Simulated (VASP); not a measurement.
A run of VASP 6.6.1 is set up as follows.

File INCAR:

```
SYSTEM = Te2Mo
PREC = Accurate
ENCUT = 500
EDIFF = 1E-6
ISMEAR = -1
SIGMA = 0.1
LREAL = .FALSE.
LASPH = .TRUE.
NELM = 120
ALGO = Normal
ISIF = 2
LWAVE = .FALSE.
LCHARG = .TRUE.
GGA = PS
LELF = .TRUE.
LVHAR = .TRUE.
NBANDS = 35
GGA_COMPAT = .FALSE.
```

KPOINTS

```
regular mesh
0
G
  8 8 1
  0 0 0
```

The input POSCAR:

```
Te2Mo
1.0
    3.5603917400      0.0000000000      0.0000000000
   -1.7801958700      3.0833896900      0.0000000000
    0.0000000000      0.0000000000     24.8112624000
Te Mo
4 2
Direct
    0.3333333300      0.6666666700      0.0793711400
    0.6666666700      0.3333333300      0.7763605200
    0.6666666700      0.3333333300      0.9206288600
    0.3333333300      0.6666666700      0.2236394800
    0.3333333300      0.6666666700      0.8484585100
    0.6666666700      0.3333333300      0.1515414900
```

Potentials or basis: VASP PAW PBE potentials, release 64 (Te, Mo_sv).

Command:

```bash
$ cat potpaw_PBE.64/Te/POTCAR potpaw_PBE.64/Mo_sv/POTCAR > POTCAR
$ mpirun -np 1 vasp_std > vasp.out
```

Q: Estimate the largest force.

A: 0.136 eV/Å.

Q: Predict the band gap on the k mesh.

A: 1.23 eV.

Forces in eV/Å, atoms in the order of the input:
```
Te   0.000  0.000  0.074
Te   0.000  0.000  0.136
Te   0.000  0.000 -0.074
Te   0.000  0.000 -0.136
Mo   0.000  0.000  0.006
Mo   0.000  0.000 -0.006
```

Caveat: there is no dipole correction, which matters where the two faces differ; the PAW data sets were made with another functional, which shifts forces and pressure a little; spin-orbit coupling is left out, which moves the levels of the heavy elements.
